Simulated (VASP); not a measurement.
Crystal: W.

```
W
1.0
     0.00000    2.77607    2.77607
     2.77607    0.00000    2.77607
     2.77607    2.77607    0.00000
W
2
Direct
  0.12500 0.12500 0.12500
  0.87500 0.87500 0.87500
```

This isn't the form of W at room conditions, which is bcc.

| Property | Result |
| --- | --- |
| Program | VASP 6.6.1 |
| Task | relaxation of cell and atoms |
| Functional | revPBE |
| Potentials or basis | VASP PAW PBE potentials, release 64 (W_sv) |
| Cutoff | 600 eV |
| k mesh | 10 × 10 × 10 |
| Occupations | fermi-dirac, width 0.1 eV |
| Spin | no spin polarisation |

At the start: pressure 26.6 GPa; volume 21.39 Å³/atom.

Task: Where does the relaxation end?

Result: Over 19 steps the energy falls by 277.2 meV/atom and the volume is 25.21 Å³/atom (+17.8 %); space group Fd-3m (No. 227, to 0.1 Å) before and after.

The path:
```tsv
step	energy change (eV)	largest force (eV/Å)	pressure (GPa)	volume (Å³)
1	0.0000	0.0000	26.56	42.79
2	0.8897	0.0000	-19.43	68.72
3	-0.5504	0.0000	-1.71	51.19
4	-0.5544	0.0000	-0.28	50.56
5	-0.5545	0.0000	0.10	50.39
6	-0.5545	0.0000	0.10	50.39
7	-0.5545	0.0000	0.11	50.40
8	-0.5545	0.0000	0.09	50.40
9	-0.5545	0.0000	0.09	50.40
10	-0.5545	0.0000	0.09	50.40
11	-0.5545	0.0000	0.09	50.40
12	-0.5545	0.0000	0.09	50.40
13	-0.5545	0.0000	0.09	50.40
14	-0.5545	0.0000	0.09	50.40
15	-0.5545	0.0000	0.09	50.40
16	-0.5545	0.0000	0.10	50.40
17	-0.5545	0.0000	0.11	50.40
18	-0.5545	0.0000	0.07	50.41
19	-0.5545	0.0000	0.06	50.42
```

Final structure:
```
W
1.0
     0.00000    2.93210    2.93210
     2.93210    0.00000    2.93210
     2.93210    2.93210    0.00000
W
2
Direct
  0.12500 0.12500 0.12500
  0.87500 0.87500 0.87500
```

Caveat: the volume moved by over 15 % at a fixed basis, so the end points are rough; the PAW data sets were made with another functional, which shifts forces and pressure a little.
